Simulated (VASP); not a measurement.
Set up this calculation in VASP 6.6.1, as the native input.

```
Task                   : relaxation of cell and atoms
Functional             : PBE
Potentials or basis    : VASP PAW PBE potentials, release 64 (Ru_pv)
Cutoff                 : 600 eV
k mesh                 : 6 × 6 × 2
Occupations            : gaussian, width 0.1 eV
Spin                   : no spin polarisation
Dipole correction      : no
Further INCAR settings : ALGO = Normal; EDIFF = 1e-06; IBRION = 2; EDIFFG = -0.04; NSW = 90; ISIF = 3
```

The structure of Ru lies in POSCAR:

```
Ru
1.0
    2.9151342121      0.0000000000      0.0000000000
   -1.4575671061      2.5245802831      0.0000000000
    0.0000000000      0.0000000000      7.9395931794
Ru
4
Direct
    0.0000000000      0.0000000000      0.2500000000
    0.0000000000      0.0000000000      0.7500000000
    0.3333333333      0.6666666667      0.7500000000
    0.6666666667      0.3333333333      0.2500000000
```

One way to write it, as run:

INCAR

```
PREC     = Accurate       # precision mode
ENCUT    = 600            # plane-wave cutoff, eV
EDIFF    = 1E-6           # SCF threshold, eV
ISMEAR   = 0              # smearing method
SIGMA    = 0.1            # smearing width, eV
LREAL    = F              # projectors in reciprocal space
LASPH    = T              # aspherical terms in the spheres
NELM     = 100            # most SCF steps
ALGO     = Normal         # electronic algorithm
ISIF     = 3              # what is computed and relaxed
LWAVE    = F              # write WAVECAR
LCHARG   = F              # write CHGCAR
GGA      = PE             # functional
IBRION   = 2              # ionic algorithm
NSW      = 90             # ionic steps
EDIFFG   = -0.04          # ionic threshold
```

KPOINTS

```
Automatic mesh
0
Gamma
  6 6 2
```

Potentials or basis: VASP PAW PBE potentials, release 64 (Ru_pv).

Command:

```console
$ cat potpaw_PBE.64/Ru_pv/POTCAR > POTCAR
$ mpirun -np 1 vasp_std > vasp.out
```

It gave:

| Item | Value |
| --- | --- |
| Relaxed volume | 17.83 Å³/atom |
| Relaxed cell | a = 4.129 Å, b = 4.129 Å, c = 4.829 Å, α = 90.00°, β = 90.00°, γ = 120.00° |
| Space group after relaxing (to 0.1 Å) | P6_3/mmc (No. 194) |
| Pressure after relaxing | 0.1 GPa |

Caveat: the k points lie up to 0.65 Å⁻¹ apart in the final cell; the volume moved by over 15 % at a fixed basis, so the end points are rough; the highest band is partly filled, so the run has too few bands.

Wall time 12 min on 1 thread of Intel Xeon 8259CL (shared host), peak memory 0.2 GiB.
